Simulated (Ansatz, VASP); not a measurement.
# Two plane-wave programs on AlCoC4N4

```xyz
10
Lattice="5.6608 0.0000 0.0000 0.0000 5.6608 0.0000 0.0000 0.0000 5.6608" Properties=species:S:1:pos:R:3 pbc="T T T"
Al    2.8304    2.8304    2.8304
Co    0.0000    0.0000    0.0000
C     1.0855    1.0855    1.0855
C     1.0855    4.5753    4.5753
C     4.5753    1.0855    4.5753
C     4.5753    4.5753    1.0855
N     1.7665    1.7665    1.7665
N     1.7665    3.8943    3.8943
N     3.8943    1.7665    3.8943
N     3.8943    3.8943    1.7665
```

Alike in both runs: functional PBE; k mesh 4 × 4 × 4; occupations gaussian, width 0.1 eV; collinear spin.

Ansatz relaxed the structure, and its values are those at the end. VASP's run is a single point on that final structure, the one shown.

|  | VASP | Ansatz |
| --- | --- | --- |
| version | VASP 6.6.1 | Ansatz 0.2.0 |
| potentials or method | VASP PAW PBE potentials, release 64 (Al, Co_sv, C, N), cutoff 700 eV | scalar-relativistic, plane waves, PAW |
| valence electrons in the cell | 56 | 56 |

Ansatz gave:

```
gap on the k mesh at the Fermi level (eV)                     : none
pressure (GPa)                                                : -0.3
rms of the force components (eV/Å)                            : 0.018
net moment per atom (μB)                                      : 0.20
size of the moment on the site where the two differ most (μB) : 1.38
```

**Question.** What did VASP give for the same quantities?

**Answer.** gap on the k mesh at the Fermi level (eV): none; pressure (GPa): -0.1; rms of the force components (eV/Å): 0.182; net moment per atom (μB): 0.20; size of the moment on the site where the two differ most (μB): 1.48.

Site moments also hang on the region over which each program counts them. A gap of «none» marks a metal or a gap that the smearing closes. One of these differences is far larger than is usual between the two programs; its cause wasn't traced. The functional is the same, so the differences come from potentials, cutoffs and numerics.

Noted on VASP's run: the standard files for N, O and F lose accuracy on very short bonds.
